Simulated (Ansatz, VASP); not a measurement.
**WC: VASP beside Ansatz**

The input INCAR:

```
SYSTEM = WC
AGGAC    = 1.0          
AGGAX    = 1.0          
ALDAC    = 0.0          
ALDAX    = 1.0          
ALGO     = Normal         ! electronic algorithm
EDIFF    = 1E-6           ! SCF threshold, eV
EDIFFG   = -0.01          ! ionic threshold
ENCUT    = 600            ! plane-wave cutoff, eV
GGA      = B5             ! functional
IBRION   = 2              ! ionic algorithm
ISIF     = 3              ! what is computed and relaxed
ISMEAR   = -1             ! smearing method
LASPH    = .True.         ! aspherical terms in the spheres
LCHARG   = .False.        ! write CHGCAR
LREAL    = .False.        ! projectors in reciprocal space
LWAVE    = .False.        ! write WAVECAR
NELM     = 60             ! most SCF steps
NSW      = 60             ! ionic steps
PREC     = Accurate       ! precision mode
SIGMA    = 0.05           ! smearing width, eV
```

The input KPOINTS:

```
k-points
0
Gamma
  10 10 10
  0 0 0
```

File POSCAR:

```
WC
1.0
    0.0000000000      2.1926840000      2.1926840000
    2.1926840000      0.0000000000      2.1926840000
    2.1926840000      2.1926840000      0.0000000000
W C
1 1
Direct
    0.0000000000      0.0000000000      0.0000000000
    0.5000000000      0.5000000000      0.5000000000
```

input.yaml

```yaml
crystal:
  lattice:
    - [0.0, 2.192684, 2.192684]
    - [2.192684, 0.0, 2.192684]
    - [2.192684, 2.192684, 0.0]
  atoms:
    - { symbol: W, position: [0.0, 0.0, 0.0] }
    - { symbol: C, position: [0.5, 0.5, 0.5] }
hamiltonian:
  xc: blyp
  pseudopotentials: { kind: paw }
kpoints:
  mp_grid: { grid: [10, 10, 10] }
scf:
  occupations: { method: fermi_dirac, width: 0.05 }
output:
  forces: true
  stress: true
  eigenvalues: true
relax:
  f_tol: 0.01
  max_steps: 40
  cell: { stress_tol: 0.05 }
```

Alike in both runs: task relaxation of cell and atoms; functional BLYP; k mesh 10 × 10 × 10; occupations fermi-dirac, width 0.05 eV; no spin polarisation.

|  | VASP | Ansatz |
| --- | --- | --- |
| version | VASP 6.6.1 | Ansatz 0.2.0 |
| potentials or method | VASP PAW PBE potentials, release 64 (W_sv, C) | Ansatz PAW |
| plane-wave cutoff (eV) | 600 | 420 |
| valence electrons in the cell | 18 | 18 |

|  | VASP | Ansatz | Ansatz less VASP |
| --- | --- | --- | --- |
| gap on the k mesh at the Fermi level, each at its own relaxed structure (eV) | none | none | - |
| relaxed volume (Å³/atom) | 10.96 | 10.89 | -0.064 |
| relaxed cell length with the largest relative difference (Å) | 3.141 | 3.135 | -0.0061 |

VASP's potentials were made for PBE, not for BLYP. A gap of «none» marks a metal or a gap that the smearing closes.

Spin-orbit coupling is off throughout. Noted on VASP's run: too few bands were computed for a metal, which touches its energy and stress. Noted on Ansatz's run: the plane-wave basis is chosen anew once the cell has moved, so the energies of steps on either side of that aren't comparable.
